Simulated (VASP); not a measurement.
# HC28 (a cell with a defect) in VASP: single point with PBE

Aim: the single point of HC28 (a cell with a defect) with PBE.

All numbers are computed with VASP 6.6.1; they aren't measurements. Logs are shortened: lines on timing, memory, paths and dates and some standing lists are left out, and cuts for length are marked.

**1. The cell of the first run**

The cell holds a defect, 29 atoms: a = 6.526 Å, b = 6.526 Å, c = 9.367 Å, α = 69.61°, β = 69.61°, γ = 60.00°.

**2. Single point, PBE**

File INCAR:

```
SYSTEM = HC28
PREC = Accurate ; ENCUT = 520
EDIFF = 1E-6 ; ISMEAR = 0
SIGMA = 0.1 ; LREAL = .FALSE.
LASPH = .TRUE. ; NELM = 120
ALGO = Normal ; ISIF = 2
LWAVE = .FALSE. ; LCHARG = .TRUE.
GGA = PE ; LELF = .TRUE.
LVHAR = .TRUE. ; NBANDS = 76
GGA_COMPAT = .FALSE.
```

File KPOINTS:

```
regular mesh
0
G
  4 4 4
  0 0 0
```

File POSCAR:

```
HC28
1.0
   -4.9330325621     -4.2721315165      0.0000000000
    1.2332581405     -6.4081972747      0.0000000000
   -1.2332581405     -3.5601095971      8.5756696909
C H
28 1
Direct
    0.6914553028      0.9668971468      0.7377978896
    0.8343029983      0.5383010296      0.7378173633
    0.4057407429      0.8240843599      0.7379618418
    0.5486655058      0.3952642358      0.7379631245
    0.1198309800      0.6811702878      0.7379547287
    0.2628689779      0.2526203303      0.7378186460
   -0.0228127937      0.1097462640      0.7378209782
    0.3580969761      0.6335068006      0.7379528629
    0.5009612939      0.2049179285      0.7378595758
    0.0723522974      0.4906683108      0.7378394024
    0.2152513602      0.0621755221      0.7378280913
    0.7867438888      0.3477998764      0.7378307733
   -0.0705306180      0.9193274773      0.7378633072
    0.6438849219      0.7763961472      0.7378557277
    1.0663001194      0.0839505381      0.2617436400
    0.2117540316      0.6526329912      0.2590937011
    0.7842638645      0.9365878544      0.2617362936
    0.9254093141      0.5114386809      0.2590857717
    0.4823530918      0.7820355408      0.3021550612
    0.6368950292      0.3659877825      0.2617460887
    0.3529526341      0.2250914164      0.2590933513
    0.7381251771      0.7452988872      0.2664757485
    0.8763652493      0.3203074371      0.2611622276
    0.4456042677      0.5986758685      0.2664928900
    0.5910528354      0.1760598115      0.2611637436
    0.1650275152      0.4647042673      0.2541335054
    0.2989878887      0.0378053626      0.2664890419
    1.0206172339      0.8907417261      0.2611614114
    0.4384984998      0.7381383449      0.4338359725
```

Potentials or basis: VASP PAW PBE potentials, release 64 (C, H).

Started as:

```bash
> cat potpaw_PBE.64/C/POTCAR potpaw_PBE.64/H/POTCAR > POTCAR
> mpirun -np 1 vasp_std > vasp.out
```

OUTCAR:

```text
SYSTEM = HC28
   PREC = Accurate
   ENCUT = 520
   EDIFF = 1E-6
   ISMEAR = 0
   LREAL = .FALSE.
   LASPH = .TRUE.
   NELM = 120
   ISIF = 2
   GGA = PE

 ion  position               nearest neighbor table
   1  0.691  0.967  0.738-  14 1.42   9 1.42  13 1.42
   2  0.834  0.538  0.738-  10 1.42  12 1.42  14 1.42
   3  0.406  0.824  0.738-  14 1.42  11 1.42   8 1.42
   4  0.549  0.395  0.738-  12 1.42   9 1.42   8 1.42
   5  0.120  0.681  0.738-  13 1.42  10 1.42   8 1.43
   6  0.263  0.253  0.738-  11 1.42  10 1.42   9 1.42
[... 10 lines left out ...]
  17  0.784  0.937  0.262-  22 1.41  28 1.42  25 1.44
  18  0.925  0.511  0.259-  22 1.41  26 1.42  23 1.43
  19  0.482  0.782  0.302-  29 1.13  24 1.49  27 1.49  22 1.49
  20  0.637  0.366  0.262-  24 1.41  25 1.42  23 1.44
  21  0.353  0.225  0.259-  27 1.41  26 1.42  25 1.43
  22  0.738  0.745  0.266-  18 1.41  17 1.41  19 1.49
  23  0.876  0.320  0.261-  15 1.42  18 1.43  20 1.44
  24  0.446  0.599  0.266-  16 1.41  20 1.41  19 1.49
  25  0.591  0.176  0.261-  20 1.42  21 1.43  17 1.44
  26  0.165  0.465  0.254-  21 1.42  16 1.42  18 1.42
  27  0.299  0.038  0.266-  21 1.41  15 1.41  19 1.49
  28  0.021  0.891  0.261-  17 1.42  16 1.43  15 1.44
  29  0.438  0.738  0.434-  19 1.13

  LATTYP: Found a trigonal (rhomboedric) cell.
 ALAT       =     9.3668253230
 COS(alpha) =     0.7573103951

  Lattice vectors:

 A1 = (   3.6997744216,   0.7120219194,   8.5756696909)
 A2 = (  -2.4665162810,   2.8480876776,   8.5756696909)
 A3 = (  -1.2332581405,  -3.5601095971,   8.5756696909)

Analysis of symmetry for initial positions (statically):
=====================================================================
 Subroutine PRICEL returns:
 Original cell was already a primitive cell.

 Routine SETGRP: Setting up the symmetry group for a
 trigonal (rhombohedral) supercell.

 Subroutine GETGRP returns: Found  1 space group operations
 (whereof  1 operations were pure point group operations)
 out of a pool of 12 trial point group operations.

The static configuration has the point symmetry C_1 .

Analysis of symmetry for dynamics (positions and initial velocities):
=====================================================================
 Subroutine PRICEL returns:
 Original cell was already a primitive cell.

 Routine SETGRP: Setting up the symmetry group for a
 trigonal (rhombohedral) supercell.

 Subroutine GETGRP returns: Found  1 space group operations
 (whereof  1 operations were pure point group operations)
 out of a pool of 12 trial point group operations.

The dynamic configuration has the point symmetry C_1 .

 Subroutine INISYM returns: Found  1 space group operations
 (whereof  1 operations are pure point group operations),
 and found     1 'primitive' translations

----------------------------------------------------------------------------------------

                                     Primitive cell

  volume of cell :     316.2749

  direct lattice vectors                    reciprocal lattice vectors
    -4.933032562 -4.272131517  0.000000000    -0.173755767 -0.033439313 -0.038869656
     1.233258141 -6.408197275  0.000000000     0.115837178 -0.133757252 -0.038869656
    -1.233258141 -3.560109597  8.575669691     0.000000000  0.000000000  0.116608969

  length of vectors
     6.525788684  6.525788684  9.366825323     0.181163198  0.181163198  0.116608969

  position of ions in fractional coordinates (direct lattice)
     0.691455303  0.966897147  0.737797890
     0.834302998  0.538301030  0.737817363
     0.405740743  0.824084360  0.737961842
     0.548665506  0.395264236  0.737963124
     0.119830980  0.681170288  0.737954729
     0.262868978  0.252620330  0.737818646
[... 21 lines left out ...]
     0.020617234  0.890741726  0.261161411
     0.438498500  0.738138345  0.433835972

  ion indices of the primitive-cell ions
   primitive index   ion index
                 1           1
                 2           2
                 3           3
                 4           4
                 5           5
                 6           6
[... 21 lines left out ...]
                28          28
                29          29

----------------------------------------------------------------------------------------

 KPOINTS: regular mesh

Automatic generation of k-mesh.
 Grid dimensions read from file:
 generate k-points for:    4    4    4

 Generating k-lattice:

  Cartesian coordinates                     Fractional coordinates (reciprocal lattice)
    -0.043438942 -0.008359828 -0.009717414     0.250000000  0.000000000  0.000000000
     0.028959295 -0.033439313 -0.009717414    -0.000000000  0.250000000  0.000000000
     0.000000000  0.000000000  0.029152242     0.000000000  0.000000000  0.250000000

  Length of vectors
     0.045290800  0.045290800  0.029152242

  Shift w.r.t. Gamma in fractional coordinates (k-lattice)
     0.000000000  0.000000000  0.000000000

 Subroutine IBZKPT returns following result:
 ===========================================

 Found     36 irreducible k-points:

 Following reciprocal coordinates:
            Coordinates               Weight
  0.000000  0.000000  0.000000      1.000000
  0.250000  0.000000 -0.000000      2.000000
  0.000000  0.250000  0.000000      2.000000
 -0.250000 -0.250000 -0.250000      2.000000
  0.500000  0.000000 -0.000000      1.000000
  0.000000  0.500000  0.000000      1.000000
[... 16 lines left out ...]
  0.000000  0.000000  0.250000      2.000000
  0.500000  0.000000  0.250000      2.000000
 [... further k-points ...]
   k-points           NKPTS =     36   k-points in BZ     NKDIM =     36   number of bands    NBANDS=     76
   number of dos      NEDOS =    301   number of ions     NIONS =     29
   total plane-waves  NPLWV = 175000
   dimension x,y,z NGX =    50 NGY =   50 NGZ =   70
   dimension x,y,z NGXF=   100 NGYF=  100 NGZF=  140
   ions per type =              28   1
   NGX,Y,Z   is equivalent  to a cutoff of  12.74, 12.74, 12.42 a.u.
   NGXF,Y,Z  is equivalent  to a cutoff of  25.48, 25.48, 24.85 a.u.
 SYSTEM =  HC28
   PREC   = accura    normal or accurate (medium, high low for compatibility)
   ISTART =      0    job   : 0-new  1-cont  2-samecut
   ICHARG =      2    charge: 1-file 2-atom 10-const
   ISPIN  =      1    spin polarized calculation?
   LNONCOLLINEAR =      F non collinear calculations
   LSORBIT =      F    spin-orbit coupling
   LASPH  =      T    aspherical Exc in radial PAW
   ENCUT  =  520.0 eV  38.22 Ry    6.18 a.u.  12.13 12.13 17.42*2*pi/ulx,y,z
   NELM   =    120;   NELMIN=  2; NELMDL= -5     # of ELM steps
   EDIFF  = 0.1E-05   stopping-criterion for ELM
   LREAL  =      F    real-space projection
   EDIFFG = 0.1E-04   stopping-criterion for IOM
   NSW    =      0    number of steps for IOM
   IBRION =     -1    ionic relax: 0-MD 1-quasi-New 2-CG
   NFREE  =      0    steps in history (QN), initial steepest desc. (CG)
   ISIF   =      2    stress and relaxation
   ISYM   =      2    0-nonsym 1-usesym 2-fastsym
   POTIM  = 0.5000    time-step for ionic-motion
   TEBEG  =    0.0;   TEEND  =   0.0 temperature during run
   PSTRESS=    0.0 pullay stress
   NELECT =     113.0000    total number of electrons
   NUPDOWN=      -1.0000    fix difference up-down
   EMIN   =  10.00;   EMAX   =-10.00  energy-range for DOS
   EFERMI =   0.00;   METHOD = LEGACY
   ISMEAR =     0;   SIGMA  =   0.10  broadening in eV -4-tet -1-fermi 0-gaus
   EFERMI_NEDOS =   21; number of points for ismear=-14 and -15
   IALGO  =     38    algorithm
   IMIX   =      4    mixing-type and parameters
     AMIX     =   0.40;   BMIX     =  1.00
     AMIX_MAG =   1.60;   BMIX_MAG =  1.00
  volume/ion in A,a.u.               =      10.91        73.60
  Fermi-wavevector in a.u.,A,eV,Ry     =   1.161661  2.195221 18.360468  1.349456
  Thomas-Fermi vector in A             =   2.298231
   LORBIT       =      0    0 simple, 1 ext, 2 COOP (PROOUT), +10 PAW based schemes
   GGA     = PE    functional components
   LHFCALC =     F    Hartree Fock is set to
   AEXX    =    0.0000 exact exchange contribution
   IVDW    =     0    specifies the selected vdW correction
   LEPSILON=     F    determine dielectric tensor
   LRPA    =     F    only Hartree local field effects (RPA)
 non-spin polarized calculation
 Gauss-broadening in eV      SIGMA  =   0.10
  energy-cutoff  :      520.00
  volume of cell :      316.27
 maximum number of plane-waves:      8542
 NGX is ok and might be reduce to    50
   NGX = 25   NGY = 25   NGZ = 35

 number of electron     113.0000000 magnetization

 Free energy of the ion-electron system (eV)
  ---------------------------------------------------
  ext. energy  EPLUGINS =         0.00000000
  ---------------------------------------------------
  free energy    TOTEN  =      -260.18074932 eV

  energy without entropy =     -260.14628741  energy(sigma->0) =     -260.16351836

 E-fermi :   3.0906     XC(G=0):  -8.7451

 val. band max:        3.0455410776   @ k =   0.5000   0.5000   0.5000
 cond. band min:       3.1603008735   @ k =   0.2500   0.0000  -0.0000
 fundamental gap:      0.1147597958
 Fermi energy:         3.0905713364

 k-point     1 :       0.0000    0.0000    0.0000
  band No.  band energies     occupation
      1     -16.8124      2.00000
      2     -16.5725      2.00000
      3     -13.5311      2.00000
      4     -13.5146      2.00000
      5     -13.5133      2.00000
      6     -13.5061      2.00000
[... 60 lines left out ...]
     67       6.9648      0.00000
     68       6.9823      0.00000

 k-point     2 :       0.2500    0.0000   -0.0000
  band No.  band energies     occupation
      1     -16.6015      2.00000
      2     -16.3621      2.00000
      3     -14.9336      2.00000
      4     -14.6988      2.00000
      5     -14.1177      2.00000
      6     -14.1128      2.00000
[... 1551 lines left out ...]
     67       6.9515      0.00000
     68       6.9683      0.00000

 k-point    24 :       0.5000    0.0000    0.2500
  band No.  band energies     occupation
      1     -15.9775      2.00000
      2     -15.9655      2.00000
      3     -15.7620      2.00000
      4     -15.7050      2.00000
      5     -14.3211      2.00000
      6     -14.3162      2.00000
[... 60 lines left out ...]
     67       7.8661      0.00000
     68       8.0934      0.00000

 [... further k-points ...]

 [bands above 68 left out]

------------------------ aborting loop because EDIFF is reached ----------------------------------------

  FORCE on cell =-STRESS in cart. coord.  units (eV):
  Direction    XX          YY          ZZ          XY          YZ          ZX
  --------------------------------------------------------------------------------------
  -------------------------------------------------------------------------------------
  Total        4.1650233      4.1635644      0.2776877     -0.0010242      0.0003520      0.0007787
  in kB       21.0990708     21.0916801      1.4067034     -0.0051883      0.0017831      0.0039447
  external PRESSURE =      14.5324847 kB  Pullay stress =       0.0000000 kB

 VOLUME and BASIS-vectors are now :
 -----------------------------------------------------------------------------
  energy-cutoff  :      520.00
  volume of cell :      316.27
      direct lattice vectors                 reciprocal lattice vectors
    -4.933032562 -4.272131517  0.000000000    -0.173755767 -0.033439313 -0.038869656
     1.233258141 -6.408197275  0.000000000     0.115837178 -0.133757252 -0.038869656
    -1.233258141 -3.560109597  8.575669691     0.000000000  0.000000000  0.116608969

 POSITION                                       TOTAL-FORCE (eV/Angst)
 -----------------------------------------------------------------------------------
     -3.12843    -11.77670      6.32711        -0.001088     -0.000716      0.006219
     -4.36170     -9.64050      6.32728        -0.001429     -0.001380      0.007097
     -1.89532     -9.64150      6.32852        -0.001009     -0.000950      0.009310
     -3.12922     -7.50413      6.32853        -0.000655     -0.000302      0.009410
     -0.66116     -7.50421      6.32846        -0.001005     -0.000697      0.009558
     -1.89512     -5.36857      6.32729        -0.000913     -0.000161      0.006839
[... 21 lines left out ...]
      0.67473     -6.72589      2.23963        -0.002289     -0.003175     -0.006511
     -1.78784     -8.14796      3.72043         0.000747      0.000442      0.013650
 -----------------------------------------------------------------------------------
    total drift:                                0.000095      0.000257     -0.000607

  FREE ENERGIE OF THE ION-ELECTRON SYSTEM (eV)
  ---------------------------------------------------
  free  energy   TOTEN  =      -260.1807493159 eV

  energy  without entropy=     -260.1462874077  energy(sigma->0) =     -260.16351836
```

Wall time 37 min (1 thread of Oxide Virtual Turin-like, shared host); peak memory 0.75 GiB.

What came out:

| Quantity | Value |
| --- | --- |
| Free energy | -260.1807 eV |
| Pressure | 1.5 GPa |
| Largest force | 0.017 eV/Å |
| Band gap on the k mesh | zero (an odd number of electrons rules out a gap without spin polarisation) |

Forces on the atoms (eV/Å):
```
C   -0.001 -0.001  0.006
C   -0.001 -0.001  0.007
C   -0.001 -0.001  0.009
C   -0.001  0.000  0.009
C   -0.001 -0.001  0.010
C   -0.001  0.000  0.007
C   -0.001 -0.001  0.007
C    0.001  0.000  0.012
C    0.000  0.000  0.007
C    0.001  0.001  0.007
C    0.001  0.000  0.007
C    0.001  0.001  0.007
C    0.001  0.001  0.007
C    0.001  0.000  0.007
C    0.001  0.006 -0.008
C    0.003 -0.001 -0.009
C    0.004 -0.004 -0.008
C   -0.002  0.001 -0.009
C    0.001  0.000 -0.017
C   -0.004 -0.001 -0.009
C   -0.001 -0.002 -0.009
C    0.012  0.007 -0.007
C    0.002  0.000 -0.007
C    0.000 -0.012 -0.008
C   -0.002  0.004 -0.007
C    0.001  0.000 -0.010
C   -0.011  0.005 -0.008
C   -0.002 -0.003 -0.007
H    0.001  0.000  0.014
```

Stress tensor (GPa, compression positive):
```
2.11 0.00 0.00
0.00 2.11 0.00
0.00 0.00 0.14
```

Caveat: an odd number of electrons without spin polarisation forces a metal; a magnetic or distorted state may lie lower.

The gap in the log of VASP goes by the Fermi energy; the results here count the filled bands.